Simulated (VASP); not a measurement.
Write the native input for VASP 6.6.1 that does the following.

| Property | Result |
| --- | --- |
| Task | relaxation of cell and atoms |
| Functional | LDA |
| Potentials or basis | VASP PAW LDA potentials, release 64 (K_sv, Ge_d, O) |
| Cutoff | 600 eV |
| k mesh | 5 × 5 × 5 |
| Occupations | gaussian, width 0.05 eV |
| Spin | no spin polarisation |
| Dipole correction | no |
| Further INCAR settings | ALGO = Normal; EDIFF = 1e-07; IBRION = 2; EDIFFG = -0.03; NSW = 80; ISIF = 3 |

The structure of KGeO3 lies in POSCAR:

```
KGeO3
1.0
    3.7684134206      0.0000000000      0.0000000000
    0.0000000000      3.7684134206      0.0000000000
    0.0000000000      0.0000000000      3.7684134206
K Ge O
1 1 3
Direct
    0.0000000000      0.0000000000      0.0000000000
    0.5000000000      0.5000000000      0.5000000000
    0.5000000000      0.5000000000      0.0000000000
    0.0000000000      0.5000000000      0.5000000000
    0.5000000000      0.0000000000      0.5000000000
```

The input as run:

INCAR

```
SYSTEM = KGeO3
ALGO = Normal
EDIFF = 1E-7
EDIFFG = -0.03
ENCUT = 600
GGA = CA
IBRION = 2
ISIF = 3
ISMEAR = 0
LASPH = .TRUE.
LCHARG = .FALSE.
LREAL = .FALSE.
LWAVE = .FALSE.
NELM = 60
NSW = 80
PREC = Accurate
SIGMA = 0.05
```

KPOINTS

```
k-points
0
G
  5 5 5
  0 0 0
```

Potentials or basis: VASP PAW LDA potentials, release 64 (K_sv, Ge_d, O).

Run with:

```bash
$ cat potpaw_LDA.64/K_sv/POTCAR potpaw_LDA.64/Ge_d/POTCAR potpaw_LDA.64/O/POTCAR > POTCAR
$ mpirun -np 1 vasp_std > vasp.out
```

Results of the run:

- Relaxed volume: 10.77 Å³/atom
- Relaxed cell: a = 3.776 Å, b = 3.776 Å, c = 3.776 Å, α = 90.00°, β = 90.00°, γ = 90.00°
- Space group after relaxing (to 0.05 Å): Pm-3m (No. 221)
- Energy gained by relaxing: 0.0 meV/atom
- Ionic steps: 2
- Pressure after relaxing: -0.4 GPa

Caveat: an odd number of electrons without spin polarisation forces a metal; a magnetic or distorted state may lie lower.

Run time: 20 s on 1 thread of Intel(R) Xeon(R) 6975P-C (Granite Rapids), with other jobs on the host, peak memory 0.16 GiB.
